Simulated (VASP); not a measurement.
# KCl in VASP: a series of runs, part 2 of 2

VASP 6.6.1.

**4. Single point, r2SCAN (uniaxial x strain +3.0%)**

POSCAR reads:

```
KCl
1.0
    0.0000000000      3.1448483221      3.1448483221
    3.2391937718      0.0000000000      3.1448483221
    3.2391937718      3.1448483221      0.0000000000
K Cl
1 1
Direct
    0.0000000000      0.0000000000      0.0000000000
    0.5000000000      0.5000000000      0.5000000000
```

INCAR.step1 reads:

```
SYSTEM = KCl
PREC     = Accurate       ! precision mode
ENCUT    = 520            ! plane-wave cutoff, eV
ISMEAR   = 0              ! smearing method
SIGMA    = 0.01           ! smearing width, eV
LREAL    = .FALSE.        ! projectors in reciprocal space
LASPH    = .TRUE.         ! aspherical terms in the spheres
NELM     = 80             ! most SCF steps
NBANDS   = 15             ! bands
GGA      = PE             ! functional
ALGO     = Normal         ! electronic algorithm
EDIFF    = 1E-4           ! SCF threshold, eV
LWAVE    = .TRUE.         ! write WAVECAR
LCHARG   = .FALSE.        ! write CHGCAR
```

INCAR.step2 reads:

```
SYSTEM = KCl
PREC     = Accurate       ! precision mode
ENCUT    = 520            ! plane-wave cutoff, eV
EDIFF    = 1E-6           ! SCF threshold, eV
ISMEAR   = 0              ! smearing method
SIGMA    = 0.01           ! smearing width, eV
LREAL    = .FALSE.        ! projectors in reciprocal space
LASPH    = .TRUE.         ! aspherical terms in the spheres
NELM     = 80             ! most SCF steps
ALGO     = Normal         ! electronic algorithm
ISIF     = 2              ! what is computed and relaxed
LWAVE    = .FALSE.        ! write WAVECAR
LCHARG   = .FALSE.        ! write CHGCAR
METAGGA  = R2SCAN         ! meta-GGA
LMIXTAU  = .TRUE.       
NBANDS   = 15             ! bands
ISTART   = 1
```

KPOINTS reads:

```
Automatic mesh
0
G
  8 8 8
  0 0 0
```

Potentials or basis: VASP PAW PBE potentials, release 64 (K_sv, Cl).

Launch:

```bash
cat potpaw_PBE.64/K_sv/POTCAR potpaw_PBE.64/Cl/POTCAR > POTCAR
cp INCAR.step1 INCAR
mpirun -np 1 vasp_std > vasp.out
cp INCAR.step2 INCAR
mpirun -np 1 vasp_std > vasp.out
```

OUTCAR:

```text
SYSTEM = KCl
   PREC = Accurate
   ENCUT = 520
   EDIFF = 1E-6
   ISMEAR = 0
   LREAL = .FALSE.
   LASPH = .TRUE.
   NELM = 80
   ISIF = 2
   METAGGA = R2SCAN
   ISTART = 1

 ion  position               nearest neighbor table
   1  0.000  0.000  0.000-   2 3.14   2 3.14   2 3.14   2 3.14
   2  0.500  0.500  0.500-   1 3.14   1 3.14   1 3.14   1 3.14

  LATTYP: Found a body centered tetragonal cell.
 ALAT       =     4.4474871487
 C/A-ratio  =     1.4566399693

  Lattice vectors:

 A1 = (   3.2391937718,   0.0000000000,   3.1448483221)
 A2 = (   3.2391937718,   0.0000000000,  -3.1448483221)
 A3 = (  -3.2391937718,   3.1448483221,   0.0000000000)

Analysis of symmetry for initial positions (statically):
=====================================================================
 Subroutine PRICEL returns:
 Original cell was already a primitive cell.

 Routine SETGRP: Setting up the symmetry group for a
 body centered tetragonal supercell.

 Subroutine GETGRP returns: Found 16 space group operations
 (whereof 16 operations were pure point group operations)
 out of a pool of 16 trial point group operations.

The static configuration has the point symmetry D_4h.

[... 169 lines left out ...]
  band No.  band energies     occupation
      1     -30.7085      2.00000
      2     -15.0121      2.00000
      3     -13.4038      2.00000
      4     -13.3973      2.00000
      5     -13.3973      2.00000
      6      -2.3836      2.00000
      7      -2.3661      2.00000
      8      -2.3661      2.00000
      9       3.3566      0.00000
     10       6.5280      0.00000
     11       6.7130      0.00000
     12       6.7130      0.00000
     13       7.6089      0.00000
     14       7.7488      0.00000
[... 401 lines left out ...]
      2     -15.1171      2.00000
      3     -13.4292      2.00000
      4     -13.3957      2.00000
      5     -13.2454      2.00000
      6      -3.0814      2.00000
      7      -2.6030      2.00000
      8      -2.5845      2.00000
      9       5.0744      0.00000
     10       6.2184      0.00000
     11       7.6609      0.00000
     12       8.1359      0.00000
     13       8.4599      0.00000
     14       9.2452      0.00000
     15      11.2392      0.00000

 [... further k-points ...]
[... 5 lines left out ...]
  --------------------------------------------------------------------------------------
  -------------------------------------------------------------------------------------
  Total       -0.4532311     -0.0644918     -0.0644918      0.0000000      0.0000000     -0.0000000
  in kB      -11.3334981     -1.6126810     -1.6126810      0.0000000      0.0000000     -0.0000000
  external PRESSURE =      -4.8529534 kB  Pullay stress =       0.0000000 kB

 VOLUME and BASIS-vectors are now :
 -----------------------------------------------------------------------------
  energy-cutoff  :      520.00
  volume of cell :       64.07
      direct lattice vectors                 reciprocal lattice vectors
     0.000000000  3.144848322  3.144848322    -0.154359398  0.158990180  0.158990180
     3.239193772  0.000000000  3.144848322     0.154359398 -0.158990180  0.158990180
     3.239193772  3.144848322  0.000000000     0.154359398  0.158990180 -0.158990180

 POSITION                                       TOTAL-FORCE (eV/Angst)
 -----------------------------------------------------------------------------------
      0.00000      0.00000      0.00000         0.000000      0.000000     -0.000000
      3.23919      3.14485      3.14485        -0.000000      0.000000      0.000000
 -----------------------------------------------------------------------------------
    total drift:                                0.000000      0.000000      0.000000

  FREE ENERGIE OF THE ION-ELECTRON SYSTEM (eV)
  ---------------------------------------------------
  free  energy   TOTEN  =       -16.5001412488 eV

  energy  without entropy=      -16.5001412488  energy(sigma->0) =      -16.50014125
```

OUTCAR.step1:

```text
SYSTEM = KCl
   PREC = Accurate
   ENCUT = 520
   ISMEAR = 0
   LREAL = .FALSE.
   LASPH = .TRUE.
[... 655 lines left out ...]
      0.00000      0.00000      0.00000         0.000000      0.000000      0.000000
      3.23919      3.14485      3.14485         0.000000     -0.000000     -0.000000
 -----------------------------------------------------------------------------------
    total drift:                                0.000000      0.000000      0.000000

  FREE ENERGIE OF THE ION-ELECTRON SYSTEM (eV)
  ---------------------------------------------------
  free  energy   TOTEN  =        -6.8063128109 eV

  energy  without entropy=       -6.8063128109  energy(sigma->0) =       -6.80631281
```

It took 3.3 min on 1 thread of Intel Xeon Platinum 8375C at 2.90GHz (Ice Lake), shared host; peak memory 0.24 GiB.

Results:

* Free energy: -16.5001 eV
* Pressure: -0.5 GPa
* Band gap on the k mesh: 5.72 eV, direct

Caveat: the cell differs from its parent crystal (uniaxial x strain +3.0%); the PAW data sets were made with another functional, which shifts forces and pressure a little. A k mesh can miss the band edges.

**5. Single point, r2SCAN (epitaxial 111 strain +2.0%)**

POSCAR reads:

```
KCl
1.0
   -0.0853265229      3.1224187657      3.1224187657
    3.1224187657     -0.0853265229      3.1224187657
    3.1224187657      3.1224187657     -0.0853265229
K Cl
1 1
Direct
    0.0000000000      0.0000000000      0.0000000000
    0.5000000000      0.5000000000      0.5000000000
```

INCAR.step1 reads:

```
SYSTEM = KCl
ALGO = Normal
EDIFF = 1E-4
ENCUT = 520
GGA = PE
ISMEAR = 0
LASPH = .True.
LCHARG = .False.
LREAL = .False.
LWAVE = .True.
NBANDS = 15
NELM = 60
PREC = Accurate
SIGMA = 0.01
```

INCAR.step2 reads:

```
SYSTEM = KCl
ALGO = Normal
EDIFF = 1E-7
ENCUT = 520
ISIF = 2
ISMEAR = 0
ISTART = 1
LASPH = .True.
LCHARG = .False.
LMIXTAU = .True.
LREAL = .False.
LWAVE = .False.
METAGGA = R2SCAN
NBANDS = 15
NELM = 60
PREC = Accurate
SIGMA = 0.01
```

KPOINTS reads:

```
k-points
0
Gamma
  8 8 8
  0 0 0
```

Potentials or basis: VASP PAW PBE potentials, release 64 (K_sv, Cl).

Launch:

```bash
cat potpaw_PBE.64/K_sv/POTCAR potpaw_PBE.64/Cl/POTCAR > POTCAR
cp INCAR.step1 INCAR
mpirun -np 1 vasp_std > vasp.out
cp INCAR.step2 INCAR
mpirun -np 1 vasp_std > vasp.out
```

OUTCAR:

```text
SYSTEM = KCl
   EDIFF = 1E-7
   ENCUT = 520
   ISIF = 2
   ISMEAR = 0
   ISTART = 1
   LASPH = .True.
   LREAL = .False.
   METAGGA = R2SCAN
   NELM = 60
   PREC = Accurate

 ion  position               nearest neighbor table
   1  0.000  0.000  0.000-   2 3.17   2 3.17   2 3.17   2 3.17   2 3.17   2 3.17
   2  0.500  0.500  0.500-   1 3.17   1 3.17   1 3.17   1 3.17   1 3.17   1 3.17

  LATTYP: Found a trigonal (rhomboedric) cell.
 ALAT       =     4.4165912775
 COS(alpha) =     0.4724965180

  Lattice vectors:

 A1 = (  -0.0853265229,   3.1224187657,   3.1224187657)
 A2 = (   3.1224187657,  -0.0853265229,   3.1224187657)
 A3 = (   3.1224187657,   3.1224187657,  -0.0853265229)

Analysis of symmetry for initial positions (statically):
=====================================================================
 Subroutine PRICEL returns:
 Original cell was already a primitive cell.

 Routine SETGRP: Setting up the symmetry group for a
 trigonal (rhombohedral) supercell.

 Subroutine GETGRP returns: Found 12 space group operations
 (whereof 12 operations were pure point group operations)
 out of a pool of 12 trial point group operations.

The static configuration has the point symmetry D_3d.

[... 168 lines left out ...]
 k-point     1 :       0.0000    0.0000    0.0000
  band No.  band energies     occupation
      1     -30.6470      2.00000
      2     -14.9782      2.00000
      3     -13.3405      2.00000
      4     -13.3357      2.00000
      5     -13.3357      2.00000
      6      -2.3503      2.00000
      7      -2.3503      2.00000
      8      -2.2772      2.00000
      9       3.4352      0.00000
     10       6.5778      0.00000
     11       6.5778      0.00000
     12       6.9453      0.00000
     13       7.7374      0.00000
     14       7.7374      0.00000
[... 401 lines left out ...]
      2     -15.0701      2.00000
      3     -13.3642      2.00000
      4     -13.3352      2.00000
      5     -13.2052      2.00000
      6      -3.0432      2.00000
      7      -2.5859      2.00000
      8      -2.4941      2.00000
      9       5.2043      0.00000
     10       6.2265      0.00000
     11       7.5296      0.00000
     12       8.3548      0.00000
     13       8.5807      0.00000
     14       9.1597      0.00000
     15      11.3166      0.00000

 [... further k-points ...]
[... 5 lines left out ...]
  --------------------------------------------------------------------------------------
  -------------------------------------------------------------------------------------
  Total       -0.1420136     -0.1420136     -0.1420136      0.0648869      0.0648869      0.0648869
  in kB       -3.5899996     -3.5899996     -3.5899996      1.6402925      1.6402925      1.6402925
  external PRESSURE =      -3.5899996 kB  Pullay stress =       0.0000000 kB

 VOLUME and BASIS-vectors are now :
 -----------------------------------------------------------------------------
  energy-cutoff  :      520.00
  volume of cell :       63.38
      direct lattice vectors                 reciprocal lattice vectors
    -0.085326523  3.122418766  3.122418766    -0.153713450  0.158032000  0.158032000
     3.122418766 -0.085326523  3.122418766     0.158032000 -0.153713450  0.158032000
     3.122418766  3.122418766 -0.085326523     0.158032000  0.158032000 -0.153713450

 POSITION                                       TOTAL-FORCE (eV/Angst)
 -----------------------------------------------------------------------------------
      0.00000      0.00000      0.00000         0.000000     -0.000000     -0.000000
      3.07976      3.07976      3.07976        -0.000000      0.000000      0.000000
 -----------------------------------------------------------------------------------
    total drift:                                0.000000      0.000000      0.000000

  FREE ENERGIE OF THE ION-ELECTRON SYSTEM (eV)
  ---------------------------------------------------
  free  energy   TOTEN  =       -16.5029763300 eV

  energy  without entropy=      -16.5029763300  energy(sigma->0) =      -16.50297633
```

OUTCAR.step1:

```text
SYSTEM = KCl
   EDIFF = 1E-4
   ENCUT = 520
   GGA = PE
   ISMEAR = 0
   LASPH = .True.
   LREAL = .False.
[... 654 lines left out ...]
      0.00000      0.00000      0.00000        -0.000000     -0.000000     -0.000000
      3.07976      3.07976      3.07976         0.000000      0.000000      0.000000
 -----------------------------------------------------------------------------------
    total drift:                                0.000000      0.000000      0.000000

  FREE ENERGIE OF THE ION-ELECTRON SYSTEM (eV)
  ---------------------------------------------------
  free  energy   TOTEN  =        -6.8056494818 eV

  energy  without entropy=       -6.8056494818  energy(sigma->0) =       -6.80564948
```

Run time: 3.7 min. Hardware: 1 thread of Intel Xeon Platinum 8375C at 2.90GHz (Ice Lake), shared host; peak memory 0.24 GiB.

What came out:

```
Free energy            : -16.5030 eV
Pressure               : -0.4 GPa
Band gap on the k mesh : 5.71 eV, direct
```

Levels at points of the mesh, in eV from the valence-band top:
```csv
k point,band 5,band 6,band 7,band 8,band 9,band 10,band 11,band 12
"(0.00, 0.00, 0.00)",-11.06,-0.07,-0.07,0.00,5.71,8.86,8.86,9.22
"(0.50, 0.00, 0.00)",-10.84,-1.07,-0.37,-0.30,8.04,9.06,11.03,11.34
"(0.50, 0.50, 0.00)",-11.11,-0.71,-0.31,-0.24,6.99,9.07,10.53,11.01
"(0.50, 0.50, 0.50)",-10.88,-1.05,-0.41,-0.41,8.02,9.25,11.30,11.30
```

Caveat: the cell differs from its parent crystal (epitaxial 111 strain +2.0%); the PAW data sets were made with another functional, which shifts forces and pressure a little. A k mesh can miss the band edges.

**6. Single point, r2SCAN (shear xy strain +4.0%)**

POSCAR reads:

```
KCl
1.0
    0.0628969664      3.1448483221      3.1448483221
    3.1448483221      0.0628969664      3.1448483221
    3.2077452885      3.2077452885      0.0000000000
K Cl
1 1
Direct
    0.0000000000      0.0000000000      0.0000000000
    0.5000000000      0.5000000000      0.5000000000
```

INCAR.step1 reads:

```
PREC = Accurate
ENCUT = 520
ISMEAR = 0
SIGMA = 0.01
LREAL = False
LASPH = True
NELM = 100
NBANDS = 15
GGA = PE
ALGO = Normal
EDIFF = 1E-4
LWAVE = True
LCHARG = False
```

INCAR.step2 reads:

```
PREC = Accurate
ENCUT = 520
EDIFF = 1E-6
ISMEAR = 0
SIGMA = 0.01
LREAL = False
LASPH = True
NELM = 100
ALGO = Normal
ISIF = 2
LWAVE = False
LCHARG = False
METAGGA = R2SCAN
LMIXTAU = True
NBANDS = 15
ISTART = 1
```

KPOINTS reads:

```
Automatic mesh
0
Gamma
  8 8 8
```

Potentials or basis: VASP PAW PBE potentials, release 64 (K_sv, Cl).

Launch:

```bash
cat potpaw_PBE.64/K_sv/POTCAR potpaw_PBE.64/Cl/POTCAR > POTCAR
cp INCAR.step1 INCAR
mpirun -np 1 vasp_std > vasp.out
cp INCAR.step2 INCAR
mpirun -np 1 vasp_std > vasp.out
```

OUTCAR:

```text
PREC = Accurate
   ENCUT = 520
   EDIFF = 1E-6
   ISMEAR = 0
   LREAL = False
   LASPH = True
   NELM = 100
   ISIF = 2
   METAGGA = R2SCAN
   ISTART = 1

 ion  position               nearest neighbor table
   1  0.000  0.000  0.000-   2 3.14   2 3.14   2 3.15   2 3.15   2 3.15   2 3.15
   2  0.500  0.500  0.500-   1 3.14   1 3.14   1 3.15   1 3.15   1 3.15   1 3.15

  LATTYP: Found a body centered orthorhombic cell.
 ALAT       =     4.3585374058
 B/A-ratio  =     1.0408163265
 C/A-ratio  =     1.4430750636

  Lattice vectors:

[... 611 lines left out ...]
     10       6.0703      0.00000
     11       7.6154      0.00000
     12       7.8108      0.00000
     13       8.2928      0.00000
     14       8.8005      0.00000
     15      12.4842      0.00000

 [... further k-points ...]
[... 5 lines left out ...]
  --------------------------------------------------------------------------------------
  -------------------------------------------------------------------------------------
  Total       -0.0000501     -0.0000501     -0.0048685     -0.1006277      0.0000000      0.0000000
  in kB       -0.0012917     -0.0012917     -0.1254448     -2.5928214      0.0000000      0.0000000
  external PRESSURE =      -0.0426761 kB  Pullay stress =       0.0000000 kB

 VOLUME and BASIS-vectors are now :
 -----------------------------------------------------------------------------
  energy-cutoff  :      520.00
  volume of cell :       62.18
      direct lattice vectors                 reciprocal lattice vectors
     0.062896966  3.144848322  3.144848322    -0.162234877  0.162234877  0.158990180
     3.144848322  0.062896966  3.144848322     0.162234877 -0.162234877  0.158990180
     3.207745288  3.207745288  0.000000000     0.155872725  0.155872725 -0.158990180

 POSITION                                       TOTAL-FORCE (eV/Angst)
 -----------------------------------------------------------------------------------
      0.00000      0.00000      0.00000        -0.000000      0.000000      0.000000
      3.20775      3.20775      3.14485         0.000000     -0.000000     -0.000000
 -----------------------------------------------------------------------------------
    total drift:                                0.000000      0.000000      0.000000

  FREE ENERGIE OF THE ION-ELECTRON SYSTEM (eV)
  ---------------------------------------------------
  free  energy   TOTEN  =       -16.5044680229 eV

  energy  without entropy=      -16.5044680229  energy(sigma->0) =      -16.50446802
```

OSZICAR.step1:

```text
N       E                     dE             d eps       ncg     rms          rms(c)
DAV:   1     0.102098427003E+03    0.10210E+03   -0.71523E+03  2850   0.957E+02
DAV:   2    -0.725420890544E+00   -0.10282E+03   -0.95674E+02  3644   0.240E+02
DAV:   3    -0.685795772558E+01   -0.61325E+01   -0.61016E+01  3986   0.517E+01
DAV:   4    -0.709080398554E+01   -0.23285E+00   -0.23279E+00  4338   0.907E+00
DAV:   5    -0.709270640002E+01   -0.19024E-02   -0.19024E-02  4106   0.888E-01    0.333E+00
DAV:   6    -0.680285732154E+01    0.28985E+00   -0.41905E-01  3648   0.327E+00    0.273E+00
DAV:   7    -0.678785683051E+01    0.15000E-01   -0.10259E-01  3928   0.182E+00    0.157E+00
DAV:   8    -0.679993193272E+01   -0.12075E-01   -0.15888E-02  3531   0.946E-01    0.173E-01
DAV:   9    -0.680070134583E+01   -0.76941E-03   -0.95031E-04  3900   0.196E-01    0.966E-02
DAV:  10    -0.680127682464E+01   -0.57548E-03   -0.61372E-04  3060   0.155E-01    0.215E-02
DAV:  11    -0.680128082388E+01   -0.39992E-05   -0.19952E-05  3049   0.278E-02
   1 F= -.68012808E+01 E0= -.68012808E+01  d E =-.214473E-34
```

Run time: 4.5 min. Hardware: 1 thread of Intel Xeon Platinum 8375C at 2.90GHz (Ice Lake), shared host; peak memory 0.26 GiB.

What came out:

* Free energy: -16.5045 eV
* Pressure: 0.0 GPa
* Band gap on the k mesh: 5.79 eV, direct

Stress tensor (GPa, compression positive):
```
 0.00 -0.26  0.00
-0.26  0.00  0.00
 0.00  0.00 -0.01
```

Caveat: the cell differs from its parent crystal (shear xy strain +4.0%); the PAW data sets were made with another functional, which shifts forces and pressure a little. A k mesh can miss the band edges.

**7. The runs side by side**

```csv
level,cell,smearing,gap on the mesh (eV),pressure (GPa)
PBE,"a = 4.417 Å, angles 61.8°, 2 atoms",fermi-dirac 0.02 eV,5.07,0.4
PBE,"a = 4.448, b = 4.448, c = 4.536 Å, angles 59.3, 59.3, 58.7°, 2 atoms",fermi-dirac 0.02 eV,5.15,0.8
r2SCAN,"a = 4.447, b = 4.515, c = 4.515 Å, angles 59.0, 60.5, 60.5°, 2 atoms",gaussian 0.01 eV,5.72,-0.5
r2SCAN,"a = 4.417 Å, angles 61.8°, 2 atoms",gaussian 0.01 eV,5.71,-0.4
r2SCAN,"a = 4.448, b = 4.448, c = 4.536 Å, angles 59.3, 59.3, 58.7°, 2 atoms",gaussian 0.01 eV,5.79,0.0
```

Alike in all rows: task single point; potentials or basis VASP PAW PBE potentials, release 64 (K_sv, Cl); no spin polarisation; k mesh 8 × 8 × 8; cutoff (eV) 520.

Caveats: the PAW data sets were made with another functional, which shifts forces and pressure a little (some runs).

Total energies depend on the potentials used, so only differences within one code and one set of settings carry meaning.
